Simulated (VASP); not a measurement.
A run of VASP 6.6.1 is set up as follows.

Contents of POSCAR:

```
NaF
1.0
    0.0000000000      2.2972417837      2.2972417837
    2.2972417837      0.0000000000      2.2972417837
    2.2972417837      2.2972417837      0.0000000000
Na F
1 1
Direct
    0.0000000000      0.0000000000      0.0000000000
    0.5000000000      0.5000000000      0.5000000000
```

Contents of INCAR.step1:

```
ALGO = Normal
EDIFF = 1E-4
ENCUT = 520
GGA = PE
ISMEAR = 0
LASPH = True
LCHARG = False
LREAL = False
LWAVE = True
NBANDS = 14
NELM = 60
PREC = Accurate
SIGMA = 0.01
```

INCAR.step2

```
ALGO = Normal
EDIFF = 1E-7
ENCUT = 520
ISIF = 2
ISMEAR = 0
ISTART = 1
LASPH = True
LCHARG = True
LELF = True
LMIXTAU = True
LREAL = False
LVHAR = True
LWAVE = False
METAGGA = R2SCAN
NBANDS = 14
NELM = 60
PREC = Accurate
SIGMA = 0.01
```

The input KPOINTS:

```
k-points
0
Gamma
  10 10 10
```

Potentials or basis: VASP PAW PBE potentials, release 64 (Na_pv, F).

Run with:

```bash
$ cat potpaw_PBE.64/Na_pv/POTCAR potpaw_PBE.64/F/POTCAR > POTCAR
$ cp INCAR.step1 INCAR
$ mpirun -np 1 vasp_std > vasp.out
$ cp INCAR.step2 INCAR
$ mpirun -np 1 vasp_std > vasp.out
```

(1) What does it give for the band gap on the k mesh?

(2) Estimate the pressure.

Results:

(1) 7.32 eV, direct.

(2) -0.9 GPa.

Caveat: the PAW data sets were made with another functional, which shifts forces and pressure a little.
